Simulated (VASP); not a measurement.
WSe2: single point with PBE+D3(BJ)

Crystal: WSe2.

```
W Se
1.0
     3.32836    0.00000    0.00000
    -1.66418    2.82920    0.00000
     0.00000    0.00000   12.74044
W Se
2 4
Cartesian
  1.6642 0.9431 3.1847
  0.0000 1.8861 9.5558
  0.0000 1.8861 4.8626
  1.6642 0.9431 11.2337
  0.0000 1.8861 1.5067
  1.6642 0.9431 7.8779
```

This cell differs from its parent crystal: uniaxial strain along a: +1.5 %.

- Program: VASP 6.6.1
- Task: single point
- Functional: PBE
- Dispersion: D3(BJ)
- Potentials or basis: VASP PAW PBE potentials, release 64 (W_sv, Se)
- Cutoff: 520 eV
- k mesh: 12 × 12 × 2
- Occupations: gaussian, width 0.02 eV
- Spin: no spin polarisation

```json
{"Pressure": "-0.5 GPa", "Largest force": "0.139 eV/Å", "Band gap on the k mesh": "0.88 eV (least direct gap 1.49 eV)", "Dispersion energy per atom": "-0.472 eV"}
```

Forces on the atoms (eV/Å):
```
W    0.000  0.139  0.000
W    0.000 -0.139  0.000
Se   0.000 -0.073  0.032
Se   0.000  0.073  0.032
Se   0.000 -0.073 -0.032
Se   0.000  0.073 -0.032
```

Stress tensor (GPa, compression positive):
```
-2.60  0.00  0.00
 0.00  0.61  0.00
 0.00  0.00  0.38
```

Levels at points of the mesh, in eV from the valence-band top:
| k point | band 23 | band 24 | band 25 | band 26 | band 27 | band 28 | band 29 | band 30 |
| --- | --- | --- | --- | --- | --- | --- | --- | --- |
| (0.00, 0.00, 0.00) | -1.52 | -1.16 | -0.92 | 0.00 | 2.45 | 2.51 | 2.52 | 2.62 |
| (0.50, 0.00, 0.00) | -1.54 | -1.41 | -1.34 | -1.09 | 2.01 | 2.05 | 2.24 | 2.58 |
| (0.00, 0.50, 0.00) | -1.61 | -1.47 | -1.29 | -1.27 | 2.05 | 2.10 | 2.19 | 2.62 |
| (0.00, 0.00, 0.50) | -1.55 | -1.55 | -0.19 | -0.19 | 2.45 | 2.45 | 2.62 | 2.62 |
| (0.50, 0.00, 0.50) | -1.42 | -1.42 | -1.24 | -1.24 | 2.03 | 2.03 | 2.44 | 2.44 |
| (0.00, 0.50, 0.50) | -1.45 | -1.45 | -1.35 | -1.35 | 2.07 | 2.07 | 2.45 | 2.45 |

It took 2.3 min on 1 thread of Intel(R) Xeon(R) 6975P-C (Granite Rapids) (shared host), peak memory 0.45 GiB.

Caveat: the cell differs from its parent crystal (uniaxial strain along a: +1.5 %); spin-orbit coupling is left out, which moves the levels of the heavy elements. A k mesh can miss the band edges.
